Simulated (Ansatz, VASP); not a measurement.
## One calculation of LiH, two programs

INCAR

```
SYSTEM = LiH
PREC = Accurate
ENCUT = 750
EDIFF = 1E-6
ISMEAR = 0
SIGMA = 0.05
LREAL = .FALSE.
LASPH = .TRUE.
NELM = 120
ALGO = Normal
ISIF = 2
LWAVE = .FALSE.
LCHARG = .TRUE.
GGA = PE
LELF = .TRUE.
LVHAR = .TRUE.
NBANDS = 9
GGA_COMPAT = .FALSE.
```

KPOINTS

```
Automatic mesh
0
G
  10 10 10
  0 0 0
```

POSCAR

```
LiH
1.0
    0.0000000000      2.0325000000      2.0325000000
    2.0325000000      0.0000000000      2.0325000000
    2.0325000000      2.0325000000      0.0000000000
Li H
1 1
Direct
    0.0000000000      0.0000000000      0.0000000000
    0.5248551776      0.5248551776      0.5248551776
```

Input for Ansatz:

```yaml
crystal:
  lattice:
    - [0.0, 2.0325, 2.0325]
    - [2.0325, 0.0, 2.0325]
    - [2.0325, 2.0325, 0.0]
  atoms:
    - { symbol: Li, position: [0.0, 0.0, 0.0] }
    - { symbol: H, position: [0.5248551776, 0.5248551776, 0.5248551776] }
basis:
  ecutwfc: 420
kpoints:
  mp_grid: { grid: [10, 10, 10] }
hamiltonian:
  xc: pbe
scf:
  occupations: { method: gaussian, width: 0.05 }
output:
  forces: true
  stress: true
  eigenvalues: true
```

Change from the starting cell: all H atoms moved +0.175 Å, as atom 2 along Cartesian [1 1 1].

Alike in both runs: task single point; functional PBE; k mesh 10 × 10 × 10; occupations gaussian, width 0.05 eV; no spin polarisation.

|  | VASP | Ansatz |
| --- | --- | --- |
| version | VASP 6.6.1 | Ansatz 0.2.0 |
| potentials or method | VASP PAW PBE potentials, release 64 (Li_sv, H), cutoff 750 eV | scalar-relativistic, plane waves, PAW |
| valence electrons in the cell | 4 | 4 |

Ansatz gave:

```
gap on the k mesh at the Fermi level (eV)                     : 3.18
least direct gap on the mesh (eV)                             : 3.18
pressure (GPa)                                                : -1.0
traceless stress, the component that is largest in VASP (GPa) : -0.07
rms of the force components (eV/Å)                            : 0.095
```

Q: Which values does VASP return?

A: gap on the k mesh at the Fermi level (eV): 3.18; least direct gap on the mesh (eV): 3.18; pressure (GPa): -1.2; traceless stress, the component that is largest in VASP (GPa): -0.07; rms of the force components (eV/Å): 0.095.

Atom by atom the forces differ by 0.000 eV/Å (rms over components). With one functional, cell and mesh, what is left measures potentials, basis and numerics.
